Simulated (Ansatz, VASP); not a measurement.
# Ge2TeO in VASP and in Ansatz

The input INCAR:

```
PREC = Accurate
ENCUT = 520
EDIFF = 1E-7
ISMEAR = 0
SIGMA = 0.1
LREAL = False
LASPH = True
NELM = 60
ALGO = Normal
ISIF = 2
LWAVE = False
LCHARG = True
GGA = PE
LELF = True
LVHAR = True
NBANDS = 28
```

File KPOINTS:

```
Automatic mesh
0
Gamma
  6 6 6
```

POSCAR

```
Ge2TeO
1.0
    5.1203662600      0.0000000000      0.0000000000
   -2.5601831300      4.4343672600      0.0000000000
    0.0000000000      0.0000000000      3.7021099500
Ge Te O
2 1 1
Direct
    0.3333333300      0.6666666700      0.0000000000
    0.6666666700      0.3333333300      0.0000000000
    0.0000000000      0.0000000000      0.5000000000
    0.0000000000      0.0000000000      0.0000000000
```

Input for Ansatz:

```yaml
crystal:
  lattice:
    - [5.12036626, 0.0, 0.0]
    - [-2.56018313, 4.43436726, 0.0]
    - [0.0, 0.0, 3.70210995]
  atoms:
    - { symbol: Ge, position: [0.33333333, 0.66666667, 0.0] }
    - { symbol: Ge, position: [0.66666667, 0.33333333, 0.0] }
    - { symbol: Te, position: [0.0, 0.0, 0.5] }
    - { symbol: O, position: [0.0, 0.0, 0.0] }
basis:
  ecutwfc: 420
kpoints:
  mp_grid: { grid: [6, 6, 6] }
hamiltonian:
  xc: pbe
scf:
  occupations: { method: gaussian, width: 0.1 }
  lower_state_search: "off"
output:
  forces: true
  stress: true
  eigenvalues: true
```

Alike in both runs: task single point; functional PBE; k mesh 6 × 6 × 6; occupations gaussian, width 0.1 eV; no spin polarisation.

|  | VASP | Ansatz |
| --- | --- | --- |
| version | VASP 6.6.1 | Ansatz 0.2.0 |
| potentials or method | VASP PAW PBE potentials, release 64 (Ge_d, Te, O), cutoff 520 eV | scalar-relativistic, plane waves, PAW |
| valence electrons in the cell | 40 | 50 |

```csv
,VASP,Ansatz,Ansatz less VASP
gap on the k mesh at the Fermi level (eV),none,none,-
pressure (GPa),10.0,10.0,-0.01
"traceless stress, the component that is largest in VASP (GPa)",29.24,29.05,-0.189
```

A gap of «none» marks a metal or a gap that the smearing closes. VASP's potentials hold 40 valence electrons a cell and Ansatz's 50, so a difference there can come from the potentials and not from the codes.

Neither program's run includes spin-orbit coupling.
